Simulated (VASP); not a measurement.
Here is a VASP 6.6.1 calculation.

INCAR

```
SYSTEM = SiGe3
PREC = Accurate
ENCUT = 520
EDIFF = 1E-7
ISMEAR = -1
SIGMA = 0.02
LREAL = .False.
LASPH = .True.
NELM = 80
ALGO = Normal
ISIF = 2
LWAVE = .False.
LCHARG = .False.
GGA = PE
NBANDS = 31
```

The input KPOINTS:

```
Automatic mesh
0
Gamma
  8 8 8
  0 0 0
```

File POSCAR:

```
SiGe3
1.0
    2.0072949375      1.1589122725      6.5537308715
   -2.0072949375      1.1589122725      6.5537308715
    0.0000000000     -2.3178245450      6.5537308715
Si Ge
1 3
Direct
    1.0000089734      0.0000089734      0.0000089734
    0.5000418458      0.5000418458      0.5000418458
    0.3732519592      0.3732519592      0.3732519592
    0.8766972217      0.8766972217      0.8766972217
```

Potentials or basis: VASP PAW PBE potentials, release 64 (Si, Ge_d).

Launch:

```console
$ cat potpaw_PBE.64/Si/POTCAR potpaw_PBE.64/Ge_d/POTCAR > POTCAR
$ mpirun -np 1 vasp_std > vasp.out
```

Task: What does it give for the largest force?

Result: 0.005 eV/Å.

Task: Estimate the band gap on the k mesh.

Result: 0.22 eV.

Task: Estimate the pressure.

Result: -0.1 GPa.

Forces in eV/Å, atoms in the order of the input:
```
Si   0.000  0.000 -0.001
Ge   0.000  0.000 -0.002
Ge   0.000  0.000 -0.003
Ge   0.000  0.000  0.005
```

A k mesh can miss the band edges.
